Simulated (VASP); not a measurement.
The system is YbH3.

```
Yb H
1.0
     0.00000    2.60497    2.60497
     2.60497    0.00000    2.60497
     2.60497    2.60497    0.00000
Yb H
1 3
Direct
  0.00000 0.00000 0.00000
  0.75000 0.75000 0.75000
  0.25000 0.25000 0.25000
  0.50000 0.50000 0.50000
```

- Program: VASP 6.6.1
- Task: relaxation of cell and atoms
- Functional: LDA
- Potentials or basis: VASP PAW PBE potentials, release 64 (Yb, H)
- Cutoff: 600 eV
- k mesh: 10 × 10 × 10
- Occupations: methfessel-paxton, width 0.01 eV
- Spin: no spin polarisation

At the start: pressure -11.3 GPa; volume 8.84 Å³/atom.

Task: How do energy, volume and symmetry change on relaxing?

Result: Over 5 steps the energy falls by 49.5 meV/atom and the volume is 7.61 Å³/atom (-14.0 %); space group Fm-3m (No. 225, to 0.1 Å) before and after.

The path:
```
step  energy change (eV)  largest force (eV/Å)  pressure (GPa)  volume (Å³)
   1              0.0000                0.0000          -11.30        35.35
   2             -0.1660                0.0000           -5.42        32.26
   3             -0.1977                0.0000           -0.48        30.52
   4             -0.1978                0.0000            0.23        30.37
   5             -0.1978                0.0000            0.00        30.42
```

Final structure:
```yaml
crystal:
  lattice:
    - [0.00000, 2.47769, 2.47769]
    - [2.47769, 0.00000, 2.47769]
    - [2.47769, 2.47769, 0.00000]
  atoms:
    - { symbol: Yb, position: [0.00000, 0.00000, 0.00000] }
    - { symbol: H, position: [0.75000, 0.75000, 0.75000] }
    - { symbol: H, position: [0.25000, 0.25000, 0.25000] }
    - { symbol: H, position: [0.50000, 0.50000, 0.50000] }
```

Caveat: the PAW data sets were made with another functional, which shifts forces and pressure a little; an odd number of electrons without spin polarisation forces a metal; a magnetic or distorted state may lie lower.
